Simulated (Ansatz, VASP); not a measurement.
**ZrS2: VASP beside Ansatz**

The input INCAR:

```
SYSTEM = ZrS2
  PREC = Accurate
  ENCUT = 400
  EDIFF = 1E-6
  ISMEAR = 0
  SIGMA = 0.02
  LREAL = .FALSE.
  LASPH = .TRUE.
  NELM = 120
  ALGO = Normal
  ISIF = 2
  LWAVE = .FALSE.
  LCHARG = .FALSE.
  LDIPOL = .TRUE.
  IDIPOL = 3
  DIPOL = 0.5 0.5 0.500
  GGA = PE
  IVDW = 12
  NBANDS = 19
  GGA_COMPAT = .FALSE.
  NELMDL = -8
```

KPOINTS

```
Automatic mesh
0
G
  9 9 1
  0 0 0
```

File POSCAR:

```
ZrS2
1.0
    3.6490000000      0.0000000000      0.0000000000
   -1.8245000000      3.1601266984      0.0000000000
    0.0000000000      0.0000000000     31.8416303012
S Zr
2 1
Direct
    0.6666666667      0.3333333333      0.4530017783
    0.3333333333      0.6666666667      0.5469982217
    0.0000000000      0.0000000000      0.5000000000
```

Input for Ansatz:

```yaml
crystal:
  lattice:
    - [3.649, 0.0, 0.0]
    - [-1.8245, 3.1601266984, 0.0]
    - [0.0, 0.0, 31.8416303012]
  atoms:
    - { symbol: S, position: [0.6666666667, 0.3333333333, 0.4530017783] }
    - { symbol: Zr, position: [0.0, 0.0, 0.5] }
    - { symbol: S, position: [0.3333333333, 0.6666666667, 0.5469982217] }
  periodic: [true, true, false]
basis:
  ecutwfc: 420
kpoints:
  mp_grid: { grid: [9, 9, 1] }
hamiltonian:
  xc: pbe
  pseudopotentials: { kind: paw, azcp: { folder: soft_1 } }
  dispersion: d3bj
scf:
  occupations: { method: gaussian, width: 0.02 }
output:
  forces: true
  stress: true
  eigenvalues: true
```

Alike in both runs: task single point; functional PBE; dispersion D3(BJ); k mesh 9 × 9 × 1; occupations gaussian, width 0.02 eV; no spin polarisation.

|  | VASP | Ansatz |
| --- | --- | --- |
| version | VASP 6.6.1 | Ansatz 0.2.0 |
| potentials or method | VASP PAW PBE potentials, release 64 (S, Zr_sv), cutoff 400 eV | scalar-relativistic, plane waves, PAW |
| valence electrons in the cell | 24 | 24 |

Ansatz gave:

```
gap on the k mesh at the Fermi level (eV) : 1.01
least direct gap on the mesh (eV)         : 1.66
rms of the force components (eV/Å)        : 0.200
```

Problem. Which values does VASP return?

Solution. gap on the k mesh at the Fermi level (eV): 1.01; least direct gap on the mesh (eV): 1.67; rms of the force components (eV/Å): 0.196.
